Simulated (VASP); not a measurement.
# Sn (R-3m) in VASP: notebook

The runs below take Sn through electric field gradients, with LDA.

Program: VASP 6.6.1. These are calculated values, not measurements. Logs are shortened: lines on timing, memory, paths and dates and some standing lists are left out, and cuts for length are marked.

**1. The cell of the first run**

The structure is trigonal, space group R-3m (No. 166). The conventional cell has a = 4.521 Å, b = 4.521 Å, c = 11.580 Å, α = 90.00°, β = 90.00°, γ = 120.00°. Sn (site symmetry 3m) has 4 Sn at 2.78 to 2.90 Å within 3.7 Å.

**2. Electric field gradients, LDA (equal xy, yz and zx shear strains of +3 %)**

Contents of INCAR:

```
SYSTEM = Sn
  PREC = Accurate
  ENCUT = 520
  EDIFF = 1E-8
  ISMEAR = -1
  SIGMA = 0.03
  LREAL = .False.
  LASPH = .True.
  NELM = 100
  ALGO = Normal
  ISIF = 2
  LWAVE = .False.
  LCHARG = .False.
  LEFG = .True.
  NBANDS = 21
```

Contents of KPOINTS:

```
regular mesh
0
Gamma
  9 9 9
  0 0 0
```

Contents of POSCAR:

```
Sn
1.0
    0.0973680000      3.2942840000      3.2942840000
    3.2942840000      0.0973680000      3.2942840000
    3.2942840000      3.2942840000      0.0973680000
Sn
2
Direct
    0.5000000000      0.5000000000      0.5000000000
    0.7500000000      0.7500000000      0.7500000000
```

Potentials or basis: VASP PAW LDA potentials, release 64 (Sn_d).

Run with:

```
$ cat potpaw_LDA.64/Sn_d/POTCAR > POTCAR
$ mpirun -np 1 vasp_std > vasp.out
```

OUTCAR:

```text
SYSTEM = Sn
   PREC = Accurate
   ENCUT = 520
   EDIFF = 1E-8
   ISMEAR = -1
   LREAL = .False.
   LASPH = .True.
   NELM = 100
   ISIF = 2

 ion  position               nearest neighbor table
   1  0.500  0.500  0.500-   2 2.78   2 2.78   2 2.78   2 2.90
   2  0.750  0.750  0.750-   1 2.78   1 2.78   1 2.78   1 2.90

  LATTYP: Found a trigonal (rhomboedric) cell.
 ALAT       =     4.6598384814
 COS(alpha) =     0.5293254421

  Lattice vectors:

 A1 = (   0.0973680000,   3.2942840000,   3.2942840000)
 A2 = (   3.2942840000,   0.0973680000,   3.2942840000)
 A3 = (   3.2942840000,   3.2942840000,   0.0973680000)

Analysis of symmetry for initial positions (statically):
=====================================================================
 Subroutine PRICEL returns:
 Original cell was already a primitive cell.

 Routine SETGRP: Setting up the symmetry group for a
 trigonal (rhombohedral) supercell.

 Subroutine GETGRP returns: Found 12 space group operations
 (whereof  6 operations were pure point group operations)
 out of a pool of 12 trial point group operations.

The static configuration has the point symmetry C_3v.
 The point group associated with its full space group is D_3d.

Analysis of symmetry for dynamics (positions and initial velocities):
=====================================================================
 Subroutine PRICEL returns:
 Original cell was already a primitive cell.

 Routine SETGRP: Setting up the symmetry group for a
 trigonal (rhombohedral) supercell.

 Subroutine GETGRP returns: Found 12 space group operations
 (whereof  6 operations were pure point group operations)
 out of a pool of 12 trial point group operations.

The dynamic configuration has the point symmetry C_3v.
 The point group associated with its full space group is D_3d.

 Subroutine INISYM returns: Found 12 space group operations
 (whereof  6 operations are pure point group operations),
 and found     1 'primitive' translations

----------------------------------------------------------------------------------------

                                     Primitive cell

  volume of cell :      68.3321

  direct lattice vectors                    reciprocal lattice vectors
     0.097368000  3.294284000  3.294284000    -0.158678412  0.154123051  0.154123051
     3.294284000  0.097368000  3.294284000     0.154123051 -0.158678412  0.154123051
     3.294284000  3.294284000  0.097368000     0.154123051  0.154123051 -0.158678412

  length of vectors
     4.659838481  4.659838481  4.659838481     0.269604651  0.269604651  0.269604651

  position of ions in fractional coordinates (direct lattice)
     0.500000000  0.500000000  0.500000000
     0.750000000  0.750000000  0.750000000

  ion indices of the primitive-cell ions
   primitive index   ion index
                 1           1
                 2           2

----------------------------------------------------------------------------------------

 KPOINTS: regular mesh

Automatic generation of k-mesh.
 Grid dimensions read from file:
 generate k-points for:    9    9    9

 Generating k-lattice:

  Cartesian coordinates                     Fractional coordinates (reciprocal lattice)
    -0.017630935  0.017124783  0.017124783     0.111111111  0.000000000  0.000000000
     0.017124783 -0.017630935  0.017124783     0.000000000  0.111111111  0.000000000
     0.017124783  0.017124783 -0.017630935     0.000000000  0.000000000  0.111111111

  Length of vectors
     0.029956072  0.029956072  0.029956072

  Shift w.r.t. Gamma in fractional coordinates (k-lattice)
     0.000000000  0.000000000  0.000000000

 Subroutine IBZKPT returns following result:
 ===========================================

 Found     85 irreducible k-points:

 Following reciprocal coordinates:
            Coordinates               Weight
  0.000000  0.000000  0.000000      1.000000
  0.111111 -0.000000 -0.000000      6.000000
  0.222222 -0.000000 -0.000000      6.000000
  0.333333  0.000000 -0.000000      6.000000
  0.444444 -0.000000 -0.000000      6.000000
  0.111111  0.111111 -0.000000      6.000000
[... 16 lines left out ...]
 -0.333333  0.333333  0.000000      6.000000
  0.444444  0.444444  0.000000      6.000000
 [... further k-points ...]
   k-points           NKPTS =     85   k-points in BZ     NKDIM =     85   number of bands    NBANDS=     21
   number of dos      NEDOS =    301   number of ions     NIONS =      2
   total plane-waves  NPLWV =  46656
   dimension x,y,z NGX =    36 NGY =   36 NGZ =   36
   dimension x,y,z NGXF=    72 NGYF=   72 NGZF=   72
   ions per type =               2
   NGX,Y,Z   is equivalent  to a cutoff of  12.84, 12.84, 12.84 a.u.
   NGXF,Y,Z  is equivalent  to a cutoff of  25.69, 25.69, 25.69 a.u.
 SYSTEM =  Sn
   PREC   = accura    normal or accurate (medium, high low for compatibility)
   ISTART =      0    job   : 0-new  1-cont  2-samecut
   ICHARG =      2    charge: 1-file 2-atom 10-const
   ISPIN  =      1    spin polarized calculation?
   LNONCOLLINEAR =      F non collinear calculations
   LSORBIT =      F    spin-orbit coupling
   LASPH  =      T    aspherical Exc in radial PAW
   ENCUT  =  520.0 eV  38.22 Ry    6.18 a.u.   8.66  8.66  8.66*2*pi/ulx,y,z
   NELM   =    100;   NELMIN=  2; NELMDL= -5     # of ELM steps
   EDIFF  = 0.1E-07   stopping-criterion for ELM
   LREAL  =      F    real-space projection
   EDIFFG = 0.1E-06   stopping-criterion for IOM
   NSW    =      0    number of steps for IOM
   IBRION =     -1    ionic relax: 0-MD 1-quasi-New 2-CG
   NFREE  =      0    steps in history (QN), initial steepest desc. (CG)
   ISIF   =      2    stress and relaxation
   ISYM   =      2    0-nonsym 1-usesym 2-fastsym
   POTIM  = 0.5000    time-step for ionic-motion
   TEBEG  =    0.0;   TEEND  =   0.0 temperature during run
   PSTRESS=    0.0 pullay stress
   NELECT =      28.0000    total number of electrons
   NUPDOWN=      -1.0000    fix difference up-down
   EMIN   =  10.00;   EMAX   =-10.00  energy-range for DOS
   EFERMI =   0.00;   METHOD = LEGACY
   ISMEAR =    -1;   SIGMA  =   0.03  broadening in eV -4-tet -1-fermi 0-gaus
   EFERMI_NEDOS =   21; number of points for ismear=-14 and -15
   IALGO  =     38    algorithm
   IMIX   =      4    mixing-type and parameters
     AMIX     =   0.40;   BMIX     =  1.00
     AMIX_MAG =   1.60;   BMIX_MAG =  1.00
  volume/ion in A,a.u.               =      34.17       230.56
  Fermi-wavevector in a.u.,A,eV,Ry     =   1.215960  2.297831 20.117012  1.478559
  Thomas-Fermi vector in A             =   2.351330
   LORBIT       =      0    0 simple, 1 ext, 2 COOP (PROOUT), +10 PAW based schemes
   GGA     = CA    functional components
   LHFCALC =     F    Hartree Fock is set to
   AEXX    =    0.0000 exact exchange contribution
   IVDW    =     0    specifies the selected vdW correction
   LEPSILON=     F    determine dielectric tensor
   LRPA    =     F    only Hartree local field effects (RPA)
 non-spin polarized calculation
  energy-cutoff  :      520.00
  volume of cell :       68.33
 maximum number of plane-waves:      1865
   NGX = 17   NGY = 17   NGZ = 17

 number of electron      28.0000014 magnetization

 Free energy of the ion-electron system (eV)
  ---------------------------------------------------
  ext. energy  EPLUGINS =         0.00000000
  ---------------------------------------------------
  free energy    TOTEN  =        -8.91090153 eV

  energy without entropy =       -8.90999588  energy(sigma->0) =       -8.91044871

 E-fermi :   5.2750     XC(G=0):  -9.1936

 val. band max:        5.2261974097   @ k =   0.1111  -0.0000  -0.0000
 cond. band min:       5.2843774019   @ k =   0.1111   0.1111   0.1111
 fundamental gap:      0.0581799922
 Fermi energy:         5.2749606679

 k-point     1 :       0.0000    0.0000    0.0000
  band No.  band energies     occupation
      1     -16.2786      2.00000
      2     -16.2786      2.00000
      3     -16.2017      2.00000
      4     -16.1915      2.00000
      5     -16.1915      2.00000
      6     -15.9203      2.00000
[... 13 lines left out ...]
     20      13.4187      0.00000
     21      13.4187      0.00000

 k-point     2 :       0.1111   -0.0000   -0.0000
  band No.  band energies     occupation
      1     -16.2858      2.00000
      2     -16.2768      2.00000
      3     -16.2179      2.00000
      4     -16.1788      2.00000
      5     -16.1710      2.00000
      6     -15.9249      2.00000
[... 13 lines left out ...]
     20      12.4328      0.00000
     21      12.6295      0.00000

 k-point     3 :       0.2222   -0.0000   -0.0000
  band No.  band energies     occupation
      1     -16.2976      2.00000
      2     -16.2722      2.00000
      3     -16.2298      2.00000
      4     -16.1529      2.00000
      5     -16.1497      2.00000
      6     -15.9327      2.00000
[... 13 lines left out ...]
     20      12.0403      0.00000
     21      12.3441      0.00000

 k-point     4 :       0.3333    0.0000   -0.0000
  band No.  band energies     occupation
      1     -16.3056      2.00000
      2     -16.2662      2.00000
      3     -16.2346      2.00000
      4     -16.1378      2.00000
      5     -16.1291      2.00000
      6     -15.9368      2.00000
[... 13 lines left out ...]
     20      12.5354      0.00000
     21      12.9255      0.00000

 k-point     5 :       0.4444   -0.0000   -0.0000
  band No.  band energies     occupation
      1     -16.3089      2.00000
      2     -16.2607      2.00000
      3     -16.2367      2.00000
      4     -16.1345      2.00000
      5     -16.1157      2.00000
      6     -15.9483      2.00000
[... 13 lines left out ...]
     20      13.7665      0.00000
     21      14.1068      0.00000
[... 382 lines left out ...]
     20      14.5239      0.00000
     21      15.2547      0.00000

 k-point    22 :      -0.4444    0.3333    0.0000
  band No.  band energies     occupation
      1     -16.3407      2.00000
      2     -16.2855      2.00000
      3     -16.1769      2.00000
      4     -16.0851      2.00000
      5     -16.0564      2.00000
      6     -16.0171      2.00000
[... 13 lines left out ...]
     20      13.9418      0.00000
     21      15.5505      0.00000

 k-point    23 :      -0.3333    0.3333    0.0000
  band No.  band energies     occupation
      1     -16.3442      2.00000
      2     -16.2844      2.00000
      3     -16.1740      2.00000
      4     -16.0585      2.00000
      5     -16.0484      2.00000
      6     -16.0303      2.00000
[... 13 lines left out ...]
     20      12.6748      0.00000
     21      16.0583      0.00000

 k-point    24 :       0.4444    0.4444    0.0000
  band No.  band energies     occupation
      1     -16.3220      2.00000
      2     -16.2886      2.00000
      3     -16.1945      2.00000
      4     -16.1370      2.00000
      5     -16.0566      2.00000
      6     -15.9966      2.00000
[... 13 lines left out ...]
     20      15.1048      0.00000
     21      15.6084      0.00000

 [... further k-points ...]
[... 5 lines left out ...]
  --------------------------------------------------------------------------------------
  -------------------------------------------------------------------------------------
  Total       -0.0659365     -0.0659365     -0.0659365     -0.5870731     -0.5870731     -0.5870731
  in kB       -1.5460081     -1.5460081     -1.5460081    -13.7650606    -13.7650606    -13.7650606
  external PRESSURE =      -1.5460081 kB  Pullay stress =       0.0000000 kB

 VOLUME and BASIS-vectors are now :
 -----------------------------------------------------------------------------
  energy-cutoff  :      520.00
  volume of cell :       68.33
      direct lattice vectors                 reciprocal lattice vectors
     0.097368000  3.294284000  3.294284000    -0.158678412  0.154123051  0.154123051
     3.294284000  0.097368000  3.294284000     0.154123051 -0.158678412  0.154123051
     3.294284000  3.294284000  0.097368000     0.154123051  0.154123051 -0.158678412

 POSITION                                       TOTAL-FORCE (eV/Angst)
 -----------------------------------------------------------------------------------
      3.34297      3.34297      3.34297         0.223958      0.223958      0.223958
      5.01445      5.01445      5.01445        -0.223958     -0.223958     -0.223958
 -----------------------------------------------------------------------------------
    total drift:                                0.000000      0.000000      0.000000

  FREE ENERGIE OF THE ION-ELECTRON SYSTEM (eV)
  ---------------------------------------------------
  free  energy   TOTEN  =        -8.9109015317 eV

  energy  without entropy=       -8.9099958841  energy(sigma->0) =       -8.91044871

 Electric field gradients (V/A^2)
---------------------------------------------------------------------
 ion       V_xx      V_yy      V_zz      V_xy      V_xz      V_yz
---------------------------------------------------------------------
   1      -0.000     0.000     0.000    21.692    21.692    21.692
   2      -0.000     0.000     0.000    21.692    21.692    21.692
---------------------------------------------------------------------

 Electric field gradients after diagonalization (V/A^2)
 (convention: |V_zz| > |V_xx| > |V_yy|)
----------------------------------------------------------------------
 ion       V_xx      V_yy      V_zz     asymmetry (V_yy - V_xx)/ V_zz
----------------------------------------------------------------------
   1     -21.692   -21.692    43.385       0.000
   2     -21.692   -21.692    43.385       0.000
----------------------------------------------------------------------

           NMR quadrupolar parameters

 Cq : quadrupolar parameter    Cq=e*Q*V_zz/h
 eta: asymmetry parameters     (V_yy - V_xx)/ V_zz
 Q  : nuclear electric quadrupole moment in mb (millibarn)
----------------------------------------------------------------------
 ion       Cq(MHz)       eta       Q (mb)
----------------------------------------------------------------------
   1       0.105       0.000       1.000
   2       0.105       0.000       1.000
----------------------------------------------------------------------
```

Run time: 86 s. Hardware: 1 thread of AMD EPYC 9R45 (Zen 5), shared host; peak memory 0.2 GiB.

Results:

```
Free energy            : -8.9109 eV
Pressure               : -0.2 GPa
Largest force          : 0.388 eV/Å
Band gap on the k mesh : zero (band 14 reaches 5.48 eV, above the bottom of band 15 at 5.19 eV)
```

Forces in eV/Å, atoms in the order of the input:
```
Sn   0.224  0.224  0.224
Sn  -0.224 -0.224 -0.224
```

Stress tensor (GPa, compression positive):
```
-0.15 -1.38 -1.38
-1.38 -0.15 -1.38
-1.38 -1.38 -0.15
```

Levels at points of the mesh, in eV from the Fermi level:
```tsv
k point	band 10	band 11	band 12	band 13	band 14	band 15	band 16	band 17	band 18	band 19
(0.00, 0.00, 0.00)	-21.13	-10.57	-0.76	0.12	0.20	0.20	1.95	2.42	2.42	4.98
```

Electric field gradients, principal values (V/Å²):
| atom | least | middle | greatest (by size) |
| --- | --- | --- | --- |
| 1 Sn | -21.692 | -21.692 | 43.385 |
| 2 Sn | -21.692 | -21.692 | 43.385 |

Caveat: the cell differs from its parent crystal (equal xy, yz and zx shear strains of +3 %); without QUAD_EFG the Cq values of the log hold for a quadrupole moment of 1 mb, not for the nuclei; spin-orbit coupling is left out, which moves the levels of the heavy elements.

(Part 1 of 2 ends here.)
